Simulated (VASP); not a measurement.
Write the native input for VASP 6.6.1 that does the following.

* Task: relaxation of cell and atoms
* Functional: r2SCAN
* Potentials or basis: VASP PAW PBE potentials, release 64 (Hf_pv, N)
* Cutoff: 660 eV
* k mesh: 6 × 6 × 6
* Occupations: fermi-dirac, width 0.02 eV
* Spin: no spin polarisation
* Dipole correction: no
* Further INCAR settings: ALGO = Normal; EDIFF = 1e-07; IBRION = 2; EDIFFG = -0.005; NSW = 80; ISIF = 3

The system is Hf3N4.

```
Hf N
1.0
    -3.36672    3.36672    3.36672
     3.36672   -3.36672    3.36672
     3.36672    3.36672   -3.36672
Hf N
6 8
Direct
  0.87500 0.25000 0.12500
  0.12500 0.87500 0.25000
  0.37500 0.62500 0.75000
  0.25000 0.12500 0.87500
  0.75000 0.37500 0.62500
  0.62500 0.75000 0.37500
  0.50000 0.00000 0.63331
  0.13331 0.50000 0.00000
  0.36669 0.36669 0.36669
  0.00000 0.13331 0.50000
  0.86669 0.86669 0.86669
  0.00000 0.63331 0.50000
  0.50000 0.00000 0.13331
  0.63331 0.50000 0.00000
```

One way to write it, as run:

POSCAR

```
Hf3N4
1.0
   -3.3667166136      3.3667166136      3.3667166136
    3.3667166136     -3.3667166136      3.3667166136
    3.3667166136      3.3667166136     -3.3667166136
Hf N
6 8
Direct
    0.8750000000      0.2500000000      0.1250000000
    0.1250000000      0.8750000000      0.2500000000
    0.3750000000      0.6250000000      0.7500000000
    0.2500000000      0.1250000000      0.8750000000
    0.7500000000      0.3750000000      0.6250000000
    0.6250000000      0.7500000000      0.3750000000
    0.5000000000      0.0000000000      0.6333056760
    0.1333056760      0.5000000000      0.0000000000
    0.3666943240      0.3666943240      0.3666943240
    0.0000000000      0.1333056760      0.5000000000
    0.8666943240      0.8666943240      0.8666943240
    0.0000000000      0.6333056760      0.5000000000
    0.5000000000      0.0000000000      0.1333056760
    0.6333056760      0.5000000000      0.0000000000
```

INCAR.step1

```
SYSTEM = Hf3N4
  PREC = Accurate
  ENCUT = 660
  ISMEAR = -1
  SIGMA = 0.02
  LREAL = .FALSE.
  LASPH = .TRUE.
  NELM = 120
  GGA = PE
  ALGO = Normal
  EDIFF = 1E-5
  LWAVE = .TRUE.
  LCHARG = .FALSE.
  GGA_COMPAT = .FALSE.
  IBRION = 2
  ISIF = 3
  EDIFFG = -0.005
  NELMIN = 4
  NSW = 100
  KPAR = 4
```

INCAR.step2

```
SYSTEM = Hf3N4
  PREC = Accurate
  ENCUT = 660
  EDIFF = 1E-7
  ISMEAR = -1
  SIGMA = 0.02
  LREAL = .FALSE.
  LASPH = .TRUE.
  NELM = 120
  ALGO = Normal
  ISIF = 3
  LWAVE = .FALSE.
  LCHARG = .FALSE.
  METAGGA = R2SCAN
  LMIXTAU = .TRUE.
  IBRION = 2
  NSW = 80
  EDIFFG = -0.005
  ISTART = 1
  GGA_COMPAT = .FALSE.
  NELMIN = 4
  KPAR = 4
```

KPOINTS

```
Automatic mesh
0
G
  6 6 6
  0 0 0
```

Potentials or basis: VASP PAW PBE potentials, release 64 (Hf_pv, N).

Run with:

```console
$ cat potpaw_PBE.64/Hf_pv/POTCAR potpaw_PBE.64/N/POTCAR > POTCAR
$ cp INCAR.step1 INCAR
$ mpirun -np 4 vasp_std > vasp.out
$ cp INCAR.step2 INCAR
$ mpirun -np 4 vasp_std > vasp.out
```

Results of the run:

The relaxed volume is 10.67 Å³/atom. The relaxed cell is a = 5.789 Å, b = 5.789 Å, c = 5.789 Å, α = 109.47°, β = 109.47°, γ = 109.47°, the space group after relaxing (to 0.1 Å) is I-43d (No. 220) and the energy gained by relaxing is 6.9 meV/atom. The ionic steps are 10, the pressure after relaxing is 0.0 GPa and the band gap on the k mesh is 1.36 eV.

Caveat: the PAW data sets were made with another functional, which shifts forces and pressure a little; spin-orbit coupling is left out, which moves the levels of the heavy elements.

Run time: 28 min on 4 MPI ranks on Intel(R) Xeon(R) Platinum 8488C (Sapphire Rapids), with other jobs on the host, peak memory 0.57 GiB a rank.
